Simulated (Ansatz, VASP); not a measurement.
**LiAl2B2 in VASP and in Ansatz**

```
Li Al B
1.0
     3.00286    0.00000    0.00000
    -1.50143    2.60055    0.00000
     0.00000    0.00000    7.77834
Li Al B
1 2 2
Direct
  0.00000 0.00000 0.06551
  0.00000 0.00000 0.46347
  0.33333 0.66667 0.75618
  0.33333 0.66667 0.27029
  0.66667 0.33333 0.27222
```

Alike in both runs: task single point; functional PBEsol; k mesh 12 × 12 × 6; occupations gaussian, width 0.1 eV; no spin polarisation.

```csv
,VASP,Ansatz
version,VASP 6.6.1,Ansatz 0.2.0
potentials or method,"VASP PAW PBE potentials, release 64 (Li_sv, Al, B), cutoff 520 eV","scalar-relativistic, plane waves, PAW"
valence electrons in the cell,15,15
```

```tsv
	VASP	Ansatz	Ansatz less VASP
gap on the k mesh at the Fermi level (eV)	none	none	-
rms of the force components (eV/Å)	0.027	0.027	-0.0002
```

VASP's potentials were made for PBE, not for PBEsol. Atom by atom the forces differ by 0.003 eV/Å (rms over components). A gap of «none» marks a metal or a gap that the smearing closes.

Noted on VASP's run: the cutoff is short for stress, so the pressure is rough.
